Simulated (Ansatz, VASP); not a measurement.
# Two plane-wave programs on CuO

```
Cu O
1.0
     2.01359   -2.01445    0.16021
     2.01359    2.01445    0.16021
    -0.40038    0.00000    5.02845
Cu O
2 2
Direct
  0.99425 0.49425 0.00185
  0.49425 0.99425 0.50185
  0.49426 0.49424 0.25185
  0.49424 0.49426 0.75185
```

Alike in both runs: functional LDA; k mesh 14 × 14 × 8; occupations gaussian, width 0.1 eV; no spin polarisation.

Ansatz relaxed the structure, and its values are those at the end. VASP's run is a single point on that final structure, the one shown.

```csv
,VASP,Ansatz
version,VASP 6.6.1,Ansatz 0.2.0
potentials or method,"VASP PAW LDA potentials, release 64 (Cu, O), cutoff 520 eV","scalar-relativistic, plane waves, PAW"
valence electrons in the cell,34,50
```

```csv
,VASP,Ansatz,Ansatz less VASP
gap on the k mesh at the Fermi level (eV),none,none,-
pressure (GPa),1.1,0.0,-1.06
```

LDA's correlation is that of Perdew and Zunger in VASP and of Perdew and Wang (1992) in Ansatz. A gap of «none» marks a metal or a gap that the smearing closes. VASP's potentials hold 34 valence electrons a cell and Ansatz's 50, so a difference there can come from the potentials and not from the codes. Ansatz's warnings: structure snapped to symmetry.
